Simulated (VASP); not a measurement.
# CdS (Cm) in VASP: notebook

The runs below take CdS through single point, with PBE.

Everything below comes from runs of VASP 6.6.1. Logs are shortened: lines on timing, memory, paths and dates and some standing lists are left out, and cuts for length are marked.

## 1. The cell of the first run

The structure is monoclinic, space group Cm (No. 8). The conventional cell has a = 7.128 Å, b = 4.115 Å, c = 4.115 Å, α = 90.00°, β = 125.26°, γ = 90.00°. Cd (site symmetry m) has 4 S at 2.28 to 2.77 Å within 3.0 Å. S (site symmetry m) has 4 Cd at 2.28 to 2.77 Å within 3.0 Å.

## 2. Single point, PBE

Input file INCAR:

```
SYSTEM = CdS
PREC     = Accurate       ! precision mode
ENCUT    = 520            ! plane-wave cutoff, eV
EDIFF    = 1E-6           ! SCF threshold, eV
ISMEAR   = 0              ! smearing method
SIGMA    = 0.05           ! smearing width, eV
LREAL    = .FALSE.        ! projectors in reciprocal space
LASPH    = .TRUE.         ! aspherical terms in the spheres
NELM     = 60             ! most SCF steps
ALGO     = Normal         ! electronic algorithm
ISIF     = 2              ! what is computed and relaxed
LWAVE    = .FALSE.        ! write WAVECAR
LCHARG   = .FALSE.        ! write CHGCAR
GGA      = PE             ! functional
NBANDS   = 16             ! bands
```

Input file KPOINTS:

```
Automatic mesh
0
G
  8 8 8
  0 0 0
```

Input file POSCAR:

```
CdS
1.0
    0.0000000000      2.9100000000      2.9100000000
    2.9100000000      0.0000000000      2.9100000000
    2.9100000000      2.9100000000      0.0000000000
Cd S
1 1
Direct
    0.0000000000      0.0000000000      0.0000000000
    0.8228976063      0.7500000000      0.7500000000
```

Potentials or basis: VASP PAW PBE potentials, release 64 (Cd, S).

On the command line:

```sh
cat potpaw_PBE.64/Cd/POTCAR potpaw_PBE.64/S/POTCAR > POTCAR
mpirun -np 1 vasp_std > vasp.out
```

OUTCAR:

```text
SYSTEM = CdS
   PREC = Accurate
   ENCUT = 520
   EDIFF = 1E-6
   ISMEAR = 0
   LREAL = .FALSE.
   LASPH = .TRUE.
   NELM = 60
   ISIF = 2
   GGA = PE

 ion  position               nearest neighbor table
   1  0.000  0.000  0.000-   2 2.28   2 2.54   2 2.54   2 2.77
   2  0.823  0.750  0.750-   1 2.28   1 2.54   1 2.54   1 2.77

  LATTYP: Found a face centered cubic cell.
 ALAT       =     5.8200000000

  Lattice vectors:

 A1 = (   0.0000000000,   2.9100000000,   2.9100000000)
 A2 = (   2.9100000000,   0.0000000000,   2.9100000000)
 A3 = (   2.9100000000,   2.9100000000,   0.0000000000)

Analysis of symmetry for initial positions (statically):
=====================================================================
 Subroutine PRICEL returns:
 Original cell was already a primitive cell.

 Routine SETGRP: Setting up the symmetry group for a
 face centered cubic supercell.

 Subroutine GETGRP returns: Found  2 space group operations
 (whereof  2 operations were pure point group operations)
 out of a pool of 48 trial point group operations.

The static configuration has the point symmetry C_1h.

Analysis of symmetry for dynamics (positions and initial velocities):
=====================================================================
 Subroutine PRICEL returns:
 Original cell was already a primitive cell.

 Routine SETGRP: Setting up the symmetry group for a
 face centered cubic supercell.

 Subroutine GETGRP returns: Found  2 space group operations
 (whereof  2 operations were pure point group operations)
 out of a pool of 48 trial point group operations.

The dynamic configuration has the point symmetry C_1h.

 Subroutine INISYM returns: Found  2 space group operations
 (whereof  2 operations are pure point group operations),
 and found     1 'primitive' translations

----------------------------------------------------------------------------------------

                                     Primitive cell

  volume of cell :      49.2843

  direct lattice vectors                    reciprocal lattice vectors
     0.000000000  2.910000000  2.910000000    -0.171821306  0.171821306  0.171821306
     2.910000000  0.000000000  2.910000000     0.171821306 -0.171821306  0.171821306
     2.910000000  2.910000000  0.000000000     0.171821306  0.171821306 -0.171821306
[... 74 lines left out ...]
 SYSTEM =  CdS
   PREC   = accura    normal or accurate (medium, high low for compatibility)
   ISTART =      0    job   : 0-new  1-cont  2-samecut
   ICHARG =      2    charge: 1-file 2-atom 10-const
   ISPIN  =      1    spin polarized calculation?
   LNONCOLLINEAR =      F non collinear calculations
   LSORBIT =      F    spin-orbit coupling
   LASPH  =      T    aspherical Exc in radial PAW
   ENCUT  =  520.0 eV  38.22 Ry    6.18 a.u.   7.65  7.65  7.65*2*pi/ulx,y,z
   NELM   =     60;   NELMIN=  2; NELMDL= -5     # of ELM steps
   EDIFF  = 0.1E-05   stopping-criterion for ELM
   LREAL  =      F    real-space projection
   EDIFFG = 0.1E-04   stopping-criterion for IOM
   NSW    =      0    number of steps for IOM
   IBRION =     -1    ionic relax: 0-MD 1-quasi-New 2-CG
   NFREE  =      0    steps in history (QN), initial steepest desc. (CG)
   ISIF   =      2    stress and relaxation
   ISYM   =      2    0-nonsym 1-usesym 2-fastsym
   POTIM  = 0.5000    time-step for ionic-motion
   TEBEG  =    0.0;   TEEND  =   0.0 temperature during run
   PSTRESS=    0.0 pullay stress
   NELECT =      18.0000    total number of electrons
   NUPDOWN=      -1.0000    fix difference up-down
   EMIN   =  10.00;   EMAX   =-10.00  energy-range for DOS
   EFERMI =   0.00;   METHOD = LEGACY
   ISMEAR =     0;   SIGMA  =   0.05  broadening in eV -4-tet -1-fermi 0-gaus
   EFERMI_NEDOS =   21; number of points for ismear=-14 and -15
   IALGO  =     38    algorithm
   IMIX   =      4    mixing-type and parameters
     AMIX     =   0.40;   BMIX     =  1.00
     AMIX_MAG =   1.60;   BMIX_MAG =  1.00
  volume/ion in A,a.u.               =      24.64       166.29
  Fermi-wavevector in a.u.,A,eV,Ry     =   1.170207  2.211371 18.631605  1.369384
  Thomas-Fermi vector in A             =   2.306669
   LORBIT       =      0    0 simple, 1 ext, 2 COOP (PROOUT), +10 PAW based schemes
   GGA     = PE    functional components
   LHFCALC =     F    Hartree Fock is set to
   AEXX    =    0.0000 exact exchange contribution
   IVDW    =     0    specifies the selected vdW correction
   LEPSILON=     F    determine dielectric tensor
   LRPA    =     F    only Hartree local field effects (RPA)
 non-spin polarized calculation
 Gauss-broadening in eV      SIGMA  =   0.05
  energy-cutoff  :      520.00
  volume of cell :       49.28
 maximum number of plane-waves:      1363
   NGX = 15   NGY = 15   NGZ = 15

 number of electron      18.0000004 magnetization

 Free energy of the ion-electron system (eV)
  ---------------------------------------------------
  ext. energy  EPLUGINS =         0.00000000
  ---------------------------------------------------
  free energy    TOTEN  =        -5.85463945 eV

  energy without entropy =       -5.85463945  energy(sigma->0) =       -5.85463945

 E-fermi :   1.7344     XC(G=0):  -9.1793

 val. band max:        1.4546134086   @ k =   0.0000   0.0000   0.0000
 cond. band min:       2.6199344574   @ k =   0.0000   0.0000   0.0000
 fundamental gap:      1.1653210488
 Fermi energy:         1.7343721297

 k-point     1 :       0.0000    0.0000    0.0000
  band No.  band energies     occupation
      1     -11.1714      2.00000
      2      -6.6754      2.00000
      3      -6.5056      2.00000
      4      -6.2751      2.00000
      5      -6.0024      2.00000
      6      -5.9817      2.00000
[... 433 lines left out ...]
      3      -6.3320      2.00000
      4      -6.0804      2.00000
      5      -5.9749      2.00000
      6      -5.8158      2.00000
[... 8 lines left out ...]
     15      13.3781      0.00000
     16      13.5682      0.00000

 [... further k-points ...]
[... 5 lines left out ...]
  --------------------------------------------------------------------------------------
  -------------------------------------------------------------------------------------
  Total        2.2404687      1.6666771      1.6666771      1.7957241      0.9087664      1.7957240
  in kB       72.8350634     54.1817591     54.1817591     58.3769264     29.5429525     58.3769232
  external PRESSURE =      60.3995272 kB  Pullay stress =       0.0000000 kB

 VOLUME and BASIS-vectors are now :
 -----------------------------------------------------------------------------
  energy-cutoff  :      520.00
  volume of cell :       49.28
      direct lattice vectors                 reciprocal lattice vectors
     0.000000000  2.910000000  2.910000000    -0.171821306  0.171821306  0.171821306
     2.910000000  0.000000000  2.910000000     0.171821306 -0.171821306  0.171821306
     2.910000000  2.910000000  0.000000000     0.171821306  0.171821306 -0.171821306

 POSITION                                       TOTAL-FORCE (eV/Angst)
 -----------------------------------------------------------------------------------
      0.00000      0.00000      0.00000         0.996074      1.306745      1.306745
      4.36500      4.57713      4.57713        -0.996074     -1.306745     -1.306745
 -----------------------------------------------------------------------------------
    total drift:                                0.000025     -0.000026     -0.000026

  FREE ENERGIE OF THE ION-ELECTRON SYSTEM (eV)
  ---------------------------------------------------
  free  energy   TOTEN  =        -5.8546394514 eV

  energy  without entropy=       -5.8546394514  energy(sigma->0) =       -5.85463945
```

Run time: 40 s. Hardware: 1 thread of Intel Xeon 6975P-C (Granite Rapids), shared host; peak memory 0.25 GiB.

What came out:

- Free energy: -5.8546 eV
- Pressure: 6.0 GPa
- Largest force: 2.099 eV/Å
- Band gap on the k mesh: 1.17 eV, direct

Forces in eV/Å, atoms in the order of the input:
```
Cd   0.996  1.307  1.307
S   -0.996 -1.307 -1.307
```

Stress tensor (GPa, compression positive):
```
7.28 5.84 5.84
5.84 5.42 2.95
5.84 2.95 5.42
```

Caveat: the cell differs from its parent crystal (all S atoms moved -0.300 Å, as atom 2 towards its neighbour atom 2 (S) at 4.115 Å); forces of over 1 eV/Å act on the atoms, so gaps and moduli don't describe the material at rest.

## 3. Single point, PBE

Input file INCAR:

```
SYSTEM = CdS
ALGO = Normal
EDIFF = 1E-6
ENCUT = 520
GGA = PE
ISIF = 2
ISMEAR = 0
LASPH = .True.
LCHARG = .True.
LELF = .True.
LREAL = .False.
LVHAR = .True.
LWAVE = .False.
NBANDS = 16
NELM = 60
PREC = Accurate
SIGMA = 0.05
```

Input file KPOINTS:

```
k-points
0
Gamma
  8 8 8
  0 0 0
```

POSCAR: that of step 2 with these lines changed.

```diff
@@ -9,2 +9,2 @@
     0.0000000000      0.0000000000      0.0000000000
-    0.8228976063      0.7500000000      0.7500000000
+    0.6953267953      0.7500000000      0.7500000000
```

Potentials or basis: VASP PAW PBE potentials, release 64 (Cd, S).

On the command line:

```sh
cat potpaw_PBE.64/Cd/POTCAR potpaw_PBE.64/S/POTCAR > POTCAR
mpirun -np 1 vasp_std > vasp.out
```

Wall time 42 s (1 thread of Intel Xeon 6975P-C (Granite Rapids), shared host); peak memory 0.26 GiB.

The run converged. Its results:

```yaml
Free_energy: -5.9725 eV
Pressure: 5.0 GPa
Largest_force: 1.419 eV/Å
Band_gap_on_the_k_mesh: 1.17 eV, direct
```

Forces in eV/Å, atoms in the order of the input:
```
Cd   0.548 -0.926 -0.926
S   -0.548  0.926  0.926
```

Stress tensor (GPa, compression positive):
```
 5.63 -4.16 -4.16
-4.16  4.66  1.69
-4.16  1.69  4.66
```

Levels at points of the mesh, in eV from the valence-band top:
```csv
k point,band 7,band 8,band 9,band 10,band 11,band 12
"(0.00, 0.00, 0.00)",-0.18,-0.05,0.00,1.17,6.45,6.56
"(0.50, 0.00, 0.00)",-4.83,-1.11,-0.76,3.25,6.82,7.48
"(0.00, 0.50, 0.00)",-4.47,-1.07,-0.52,3.00,6.43,7.42
"(0.50, 0.50, 0.50)",-4.10,-0.84,-0.51,2.74,6.46,7.13
"(0.50, 0.50, 0.00)",-4.01,-1.95,-1.88,3.38,4.37,9.18
"(0.00, 0.50, 0.50)",-4.07,-1.99,-1.80,3.43,4.27,9.19
```

Caveat: the cell differs from its parent crystal (all S atoms moved +0.225 Å, as atom 2 towards its neighbour atom 2 (S) at 4.115 Å); forces of over 1 eV/Å act on the atoms, so gaps and moduli don't describe the material at rest.

## 4. Single point, PBE

Input file INCAR:

```
SYSTEM = CdS
  PREC = Accurate
  ENCUT = 520
  EDIFF = 1E-7
  ISMEAR = 0
  SIGMA = 0.05
  LREAL = .False.
  LASPH = .True.
  NELM = 80
  ALGO = Normal
  ISIF = 2
  LWAVE = .False.
  LCHARG = .False.
  GGA = PE
  NBANDS = 16
```

Input file KPOINTS:

```
Automatic mesh
0
Gamma
  8 8 8
  0 0 0
```

POSCAR: that of step 3 with these lines changed.

```diff
@@ -9,2 +9,2 @@
     0.0000000000      0.0000000000      0.0000000000
-    0.6953267953      0.7500000000      0.7500000000
+    0.7864488032      0.7500000000      0.7500000000
```

On the command line:

```sh
cat potpaw_PBE.64/Cd/POTCAR potpaw_PBE.64/S/POTCAR > POTCAR
mpirun -np 1 vasp_std > vasp.out
```

Wall time 44 s (1 thread of Intel Xeon 6975P-C (Granite Rapids), shared host); peak memory 0.26 GiB.

Results (log left out):

```yaml
Free_energy: -6.0526 eV
Pressure: 4.2 GPa
Largest_force: 0.869 eV/Å
Band_gap_on_the_k_mesh: 1.17 eV, direct
```

Forces in eV/Å, atoms in the order of the input:
```
Cd   0.240  0.591  0.591
S   -0.240 -0.591 -0.591
```

Stress tensor (GPa, compression positive):
```
4.52 2.67 2.67
2.67 4.11 0.76
2.67 0.76 4.11
```

Levels at points of the mesh, in eV from the valence-band top:
```csv
k point,band 7,band 8,band 9,band 10,band 11,band 12
"(0.00, 0.00, 0.00)",-0.09,-0.01,0.00,1.17,6.50,6.54
"(0.50, 0.00, 0.00)",-4.21,-0.80,-0.58,2.84,6.65,7.10
"(0.00, 0.50, 0.00)",-4.45,-0.96,-0.59,3.01,6.62,7.39
"(0.50, 0.50, 0.50)",-4.70,-0.98,-0.76,3.18,6.89,7.34
"(0.50, 0.50, 0.00)",-3.99,-1.93,-1.89,3.46,4.37,9.22
"(0.00, 0.50, 0.50)",-4.02,-1.94,-1.85,3.49,4.32,9.23
```

Caveat: the cell differs from its parent crystal (all S atoms moved -0.150 Å, as atom 2 towards its neighbour atom 2 (S) at 4.115 Å).
